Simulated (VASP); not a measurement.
Rh:

```
Rh
1.0
     2.68397    0.00000    0.00000
     1.34198    2.32438    0.00000
     1.34198    0.77479    2.19145
Rh
1
Direct
  0.00000 0.00000 0.00000
```

- Program: VASP 6.6.1
- Task: relaxation of volume and atoms at fixed shape
- Functional: PBEsol
- Potentials or basis: VASP PAW PBE potentials, release 64 (Rh_pv)
- Cutoff: 500 eV
- k mesh: 12 × 12 × 12
- Occupations: methfessel-paxton, width 0.1 eV
- Spin: no spin polarisation

At the start: pressure -3.8 GPa; volume 13.67 Å³/atom.

Q: How do energy, volume and symmetry change on relaxing?

A: Over 3 steps the energy falls by 2.2 meV/atom and the volume is 13.49 Å³/atom (-1.3 %); space group Fm-3m (No. 225, to 0.1 Å) before and after.

Step by step:
| step | energy change (eV) | largest force (eV/Å) | pressure (GPa) | volume (Å³) |
| --- | --- | --- | --- | --- |
| 1 | 0.0000 | 0.0000 | -3.84 | 13.67 |
| 2 | 0.0131 | 0.0000 | 11.18 | 13.03 |
| 3 | -0.0022 | 0.0000 | -0.03 | 13.49 |

Final structure:
```xyz
1
Lattice="2.6721 0.0000 0.0000 1.3361 2.3141 0.0000 1.3361 0.7714 2.1818" Properties=species:S:1:pos:R:3 pbc="T T T"
Rh    0.0000    0.0000    0.0000
```

Caveat: the PAW data sets were made with another functional, which shifts forces and pressure a little.
